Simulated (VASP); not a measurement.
# BN in VASP: further runs

BN is run at these levels: PBE, PBEsol; tasks: single point.

All numbers are computed with VASP 6.6.1; they aren't measurements. Logs are shortened: lines on timing, memory, paths and dates and some standing lists are left out, and cuts for length are marked.

## Step 1: The cell of the first run

The structure is tetragonal, space group I-4m2 (No. 119). The conventional cell has a = 2.662 Å, b = 2.662 Å, c = 3.873 Å, α = 90.00°, β = 90.00°, γ = 90.00°. Within 2.2 Å of B (site symmetry -4m2) lie 4 N at 1.65 Å. Within 2.2 Å of N (site symmetry -4m2) lie 4 B at 1.65 Å.

## Step 2: Single point, PBE (strained)

INCAR reads:

```
SYSTEM = BN
PREC = Accurate
ENCUT = 600
EDIFF = 1E-6
ISMEAR = 0
SIGMA = 0.02
LREAL = .FALSE.
LASPH = .TRUE.
NELM = 120
ALGO = Normal
ISIF = 2
LWAVE = .FALSE.
LCHARG = .FALSE.
GGA = PE
NBANDS = 11
GGA_COMPAT = .FALSE.
```

KPOINTS reads:

```
Automatic mesh
0
G
  12 12 12
  0 0 0
```

POSCAR reads:

```
BN
1.0
    0.0000000000      1.8821125981      1.9365026281
    1.8821125981      0.0000000000      1.9365026281
    1.8821125981      1.8821125981      0.0000000000
B N
1 1
Direct
    0.0000000000      0.0000000000      0.0000000000
    0.7500000000      0.7500000000      0.7500000000
```

Potentials or basis: VASP PAW PBE potentials, release 64 (B, N).

On the command line:

```sh
cat potpaw_PBE.64/B/POTCAR potpaw_PBE.64/N/POTCAR > POTCAR
mpirun -np 1 vasp_std > vasp.out
```

OUTCAR:

```text
SYSTEM = BN
   PREC = Accurate
   ENCUT = 600
   EDIFF = 1E-6
   ISMEAR = 0
   LREAL = .FALSE.
   LASPH = .TRUE.
   NELM = 120
   ISIF = 2
   GGA = PE

 ion  position               nearest neighbor table
   1  0.000  0.000  0.000-   2 1.65   2 1.65   2 1.65   2 1.65
   2  0.750  0.750  0.750-   1 1.65   1 1.65   1 1.65   1 1.65

  LATTYP: Found a body centered tetragonal cell.
 ALAT       =     2.6617091621
 C/A-ratio  =     1.4550820620

  Lattice vectors:

 A1 = (  -1.8821125981,   0.0000000000,   1.9365026281)
 A2 = (   1.8821125981,   0.0000000000,   1.9365026281)
 A3 = (   0.0000000000,   1.8821125981,  -1.9365026281)

Analysis of symmetry for initial positions (statically):
=====================================================================
 Subroutine PRICEL returns:
 Original cell was already a primitive cell.

 Routine SETGRP: Setting up the symmetry group for a
 body centered tetragonal supercell.

 Subroutine GETGRP returns: Found  8 space group operations
 (whereof  8 operations were pure point group operations)
 out of a pool of 16 trial point group operations.

The static configuration has the point symmetry D_2d.

Analysis of symmetry for dynamics (positions and initial velocities):
=====================================================================
 Subroutine PRICEL returns:
 Original cell was already a primitive cell.

 Routine SETGRP: Setting up the symmetry group for a
 body centered tetragonal supercell.

 Subroutine GETGRP returns: Found  8 space group operations
 (whereof  8 operations were pure point group operations)
 out of a pool of 16 trial point group operations.

The dynamic configuration has the point symmetry D_2d.

 Subroutine INISYM returns: Found  8 space group operations
 (whereof  8 operations are pure point group operations),
 and found     1 'primitive' translations

----------------------------------------------------------------------------------------

                                     Primitive cell

  volume of cell :      13.7195

  direct lattice vectors                    reciprocal lattice vectors
     0.000000000  1.882112598  1.936502628    -0.265658920  0.265658920  0.258197429
     1.882112598  0.000000000  1.936502628     0.265658920 -0.265658920  0.258197429
     1.882112598  1.882112598  0.000000000     0.265658920  0.265658920 -0.258197429

  length of vectors
     2.700442605  2.700442605  2.661709162     0.455867564  0.455867564  0.455867564

[... 83 lines left out ...]
   NSW    =      0    number of steps for IOM
   IBRION =     -1    ionic relax: 0-MD 1-quasi-New 2-CG
   NFREE  =      0    steps in history (QN), initial steepest desc. (CG)
   ISIF   =      2    stress and relaxation
   ISYM   =      2    0-nonsym 1-usesym 2-fastsym
   POTIM  = 0.5000    time-step for ionic-motion
   TEBEG  =    0.0;   TEEND  =   0.0 temperature during run
   PSTRESS=    0.0 pullay stress
   NELECT =       8.0000    total number of electrons
   NUPDOWN=      -1.0000    fix difference up-down
   EMIN   =  10.00;   EMAX   =-10.00  energy-range for DOS
   EFERMI =   0.00;   METHOD = LEGACY
   ISMEAR =     0;   SIGMA  =   0.02  broadening in eV -4-tet -1-fermi 0-gaus
   EFERMI_NEDOS =   21; number of points for ismear=-14 and -15
   IALGO  =     38    algorithm
   IMIX   =      4    mixing-type and parameters
     AMIX     =   0.40;   BMIX     =  1.00
     AMIX_MAG =   1.60;   BMIX_MAG =  1.00
  volume/ion in A,a.u.               =       6.86        46.29
  Fermi-wavevector in a.u.,A,eV,Ry     =   1.367703  2.584583 25.451206  1.870611
  Thomas-Fermi vector in A             =   2.493732
   LORBIT       =      0    0 simple, 1 ext, 2 COOP (PROOUT), +10 PAW based schemes
   GGA     = PE    functional components
   LHFCALC =     F    Hartree Fock is set to
   AEXX    =    0.0000 exact exchange contribution
   IVDW    =     0    specifies the selected vdW correction
   LEPSILON=     F    determine dielectric tensor
   LRPA    =     F    only Hartree local field effects (RPA)
 non-spin polarized calculation
 Gauss-broadening in eV      SIGMA  =   0.02
  energy-cutoff  :      600.00
  volume of cell :       13.72
 maximum number of plane-waves:       475
 NGX is ok and might be reduce to    24
   NGX = 11   NGY = 11   NGZ = 11

 number of electron       8.0000000 magnetization

 Free energy of the ion-electron system (eV)
  ---------------------------------------------------
  ext. energy  EPLUGINS =         0.00000000
  ---------------------------------------------------
  free energy    TOTEN  =       -17.18847758 eV

  energy without entropy =      -17.18847758  energy(sigma->0) =      -17.18847758

 E-fermi :   5.8525     XC(G=0): -12.0981

 val. band max:        5.7562339186   @ k =   0.0000   0.0000   0.0000
 cond. band min:       9.8171859368   @ k =   0.5000   0.0000   0.5000
 fundamental gap:      4.0609520182
 Fermi energy:         5.8525335997

 k-point     1 :       0.0000    0.0000    0.0000
  band No.  band energies     occupation
      1     -12.9595      2.00000
      2       5.4903      2.00000
      3       5.7562      2.00000
      4       5.7562      2.00000
      5      13.6803      0.00000
      6      13.7187      0.00000
      7      13.7187      0.00000
      8      13.9123      0.00000
      9      27.7314      0.00000
     10      30.9185      0.00000
     11      31.3925      0.00000
[... 309 lines left out ...]
 k-point    24 :      -0.4167    0.1667    0.0000
  band No.  band energies     occupation
      1      -9.1065      2.00000
      2      -3.1529      2.00000
      3       1.8071      2.00000
      4       3.6747      2.00000
      5      14.4781      0.00000
      6      15.8807      0.00000
      7      16.8541      0.00000
      8      19.4501      0.00000
      9      25.1868      0.00000
     10      29.3095      0.00000
     11      29.4773      0.00000

 [... further k-points ...]
[... 5 lines left out ...]
  --------------------------------------------------------------------------------------
  -------------------------------------------------------------------------------------
  Total       -3.0413693     -3.0413693     -4.3826573      0.0000000      0.0000000      0.0000000
  in kB     -355.1734202   -355.1734202   -511.8100485      0.0000000      0.0000000      0.0000000
  external PRESSURE =    -407.3856296 kB  Pullay stress =       0.0000000 kB

 VOLUME and BASIS-vectors are now :
 -----------------------------------------------------------------------------
  energy-cutoff  :      600.00
  volume of cell :       13.72
      direct lattice vectors                 reciprocal lattice vectors
     0.000000000  1.882112598  1.936502628    -0.265658920  0.265658920  0.258197429
     1.882112598  0.000000000  1.936502628     0.265658920 -0.265658920  0.258197429
     1.882112598  1.882112598  0.000000000     0.265658920  0.265658920 -0.258197429

 POSITION                                       TOTAL-FORCE (eV/Angst)
 -----------------------------------------------------------------------------------
      0.00000      0.00000      0.00000        -0.000000     -0.000000     -0.000000
      2.82317      2.82317      2.90475         0.000000      0.000000      0.000000
 -----------------------------------------------------------------------------------
    total drift:                                0.000000      0.000000     -0.000001

  FREE ENERGIE OF THE ION-ELECTRON SYSTEM (eV)
  ---------------------------------------------------
  free  energy   TOTEN  =       -17.1884775797 eV

  energy  without entropy=      -17.1884775797  energy(sigma->0) =      -17.18847758
```

OSZICAR:

```text
N       E                     dE             d eps       ncg     rms          rms(c)
DAV:   1     0.136394912057E+02    0.13639E+02   -0.51022E+03  3634   0.794E+02
DAV:   2    -0.172865846875E+02   -0.30926E+02   -0.29898E+02  4392   0.178E+02
DAV:   3    -0.179571036483E+02   -0.67052E+00   -0.66930E+00  4255   0.222E+01
DAV:   4    -0.179581600995E+02   -0.10565E-02   -0.10564E-02  3912   0.980E-01
DAV:   5    -0.179581613685E+02   -0.12691E-05   -0.12691E-05  4156   0.335E-02    0.594E+00
DAV:   6    -0.172306624700E+02    0.72750E+00   -0.32783E+00  4233   0.101E+01    0.278E+00
DAV:   7    -0.171975213821E+02    0.33141E-01   -0.60953E-02  3895   0.219E+00    0.172E+00
DAV:   8    -0.171883380456E+02    0.91833E-02   -0.28472E-02  3853   0.120E+00    0.132E-01
DAV:   9    -0.171883626793E+02   -0.24634E-04   -0.13171E-03  3838   0.255E-01    0.689E-02
DAV:  10    -0.171884705254E+02   -0.10785E-03   -0.14551E-04  3851   0.109E-01    0.138E-02
DAV:  11    -0.171884774983E+02   -0.69729E-05   -0.12174E-05  4245   0.287E-02    0.977E-03
DAV:  12    -0.171884775797E+02   -0.81420E-07   -0.17856E-06  2270   0.981E-03
   1 F= -.17188478E+02 E0= -.17188478E+02  d E =-.111477E-14
```

stdout:

```text
POSCAR found type information on POSCAR B N
 POSCAR found :  2 types and       2 ions
 scaLAPACK will be used
 LDA part: xc-table for (Slater+PW92), standard interpolation
 POSCAR, INCAR and KPOINTS ok, starting setup
 FFT: planning ... GRIDC
 FFT: planning ... GRID_SOFT
 FFT: planning ... GRID
 WAVECAR not read
 entering main loop
```

Wall time 14 s (1 thread of Intel Xeon 6975P-C, shared host); peak memory 0.15 GiB.

Results:

| Item | Value |
| --- | --- |
| Free energy | -17.1885 eV |
| Pressure | -40.7 GPa |
| Band gap on the k mesh | 4.06 eV, indirect (least direct gap 7.92 eV) |

Caveat: the cell differs from its parent crystal (strained). A k mesh can miss the band edges.

## Step 3: Single point, PBEsol

This run uses another cell than the first one, of 5.77 Å³/atom, 0.842 times its volume.

INCAR reads:

```
SYSTEM = BN
PREC = Accurate
ENCUT = 600
EDIFF = 1E-6
ISMEAR = 0
SIGMA = 0.02
LREAL = .False.
LASPH = .True.
NELM = 120
ALGO = Normal
ISIF = 2
LWAVE = .False.
LCHARG = .False.
GGA = PS
NBANDS = 11
GGA_COMPAT = .False.
```

KPOINTS reads:

```
regular mesh
0
Gamma
  12 12 12
  0 0 0
```

POSCAR reads:

```
BN
1.0
    0.0000000000      1.7940732696      1.7940732696
    1.7940732696      0.0000000000      1.7940732696
    1.7940732696      1.7940732696      0.0000000000
B N
1 1
Direct
    0.0000000000      0.0000000000      0.0000000000
    0.7500000000      0.7500000000      0.7500000000
```

Potentials or basis: VASP PAW PBE potentials, release 64 (B, N).

On the command line:

```sh
cat potpaw_PBE.64/B/POTCAR potpaw_PBE.64/N/POTCAR > POTCAR
mpirun -np 1 vasp_std > vasp.out
```

Wall time 18 s (1 thread of Intel Xeon 8259CL, shared host); peak memory 0.12 GiB.

Results (log left out):

```yaml
Free_energy: -18.3467 eV
Pressure: 6.2 GPa
Band_gap_on_the_k_mesh: 4.30 eV, indirect (least direct gap 8.87 eV)
```

Levels at points of the mesh, in eV from the valence-band top:
```tsv
k point	band 2	band 3	band 4	band 5	band 6	band 7
(0.00, 0.00, 0.00)	0.00	0.00	0.00	8.87	8.87	8.87
(0.50, 0.00, 0.00)	-10.99	-1.99	-1.99	10.39	10.74	10.74
(0.50, 0.50, 0.00)	-9.11	-5.05	-5.05	4.30	9.21	18.22
```

Caveat: the PAW data sets were made with another functional, which shifts forces and pressure a little.

## Step 4: Single point, PBE

This run uses another cell than the first one, of 5.94 Å³/atom, 0.865 times its volume.

INCAR reads:

```
ALGO     = Normal         # electronic algorithm
EDIFF    = 1E-6           # SCF threshold, eV
ENCUT    = 600            # plane-wave cutoff, eV
GGA      = PE             # functional
GGA_COMPAT= F            
ISIF     = 2              # what is computed and relaxed
ISMEAR   = 0              # smearing method
LASPH    = T              # aspherical terms in the spheres
LCHARG   = T              # write CHGCAR
LELF     = T              # ELF
LREAL    = F              # projectors in reciprocal space
LVHAR    = T            
LWAVE    = F              # write WAVECAR
NBANDS   = 11             # bands
NELM     = 120            # most SCF steps
PREC     = Accurate       # precision mode
SIGMA    = 0.01           # smearing width, eV
```

KPOINTS reads:

```
k-points
0
Gamma
  12 12 12
```

POSCAR reads:

```
BN
1.0
    0.0000000000      1.8107190047      1.8107190047
    1.8107190047      0.0000000000      1.8107190047
    1.8107190047      1.8107190047      0.0000000000
B N
1 1
Direct
    0.0000000000      0.0000000000      0.0000000000
    0.7500000000      0.7500000000      0.7500000000
```

On the command line:

```sh
cat potpaw_PBE.64/B/POTCAR potpaw_PBE.64/N/POTCAR > POTCAR
mpirun -np 1 vasp_std > vasp.out
```

Run time: 4.7 s. Hardware: 1 thread of Intel Xeon 6975P-C (Granite Rapids), shared host; peak memory 0.12 GiB.

It converged, with:

```yaml
Free_energy: -17.4544 eV
Pressure: 1.0 GPa
Band_gap_on_the_k_mesh: 4.45 eV, indirect (least direct gap 8.79 eV)
```

Levels at points of the mesh, in eV from the valence-band top:
| k point | band 1 | band 2 | band 3 | band 4 | band 5 | band 6 | band 7 | band 8 | band 9 |
| --- | --- | --- | --- | --- | --- | --- | --- | --- | --- |
| (0.00, 0.00, 0.00) | -20.17 | 0.00 | 0.00 | 0.00 | 8.79 | 8.79 | 8.79 | 10.26 | 24.65 |
| (0.50, 0.00, 0.00) | -15.98 | -10.64 | -1.93 | -1.93 | 10.08 | 10.68 | 10.68 | 15.20 | 23.38 |
| (0.50, 0.50, 0.00) | -14.62 | -8.88 | -4.88 | -4.88 | 4.45 | 9.20 | 17.84 | 17.84 | 20.69 |

## Step 5: Overview

```csv
level,cell,smearing,gap on the mesh (eV),pressure (GPa)
PBE,"a = 2.700, b = 2.700, c = 2.662 Å, angles 60.5, 60.5, 59.1°, 2 atoms",gaussian 0.02 eV,4.06,-40.7
PBEsol,"a = 2.537 Å, angles 60.0°, 2 atoms",gaussian 0.02 eV,4.30,6.2
PBE,"a = 2.561 Å, angles 60.0°, 2 atoms",gaussian 0.01 eV,4.45,1.0
```

Alike in all rows: task single point; potentials or basis VASP PAW PBE potentials, release 64 (B, N); no spin polarisation; k mesh 12 × 12 × 12; cutoff (eV) 600.

Caveats: the PAW data sets were made with another functional, which shifts forces and pressure a little (some runs).

Absolute energies hang on the potentials; compare differences alone.
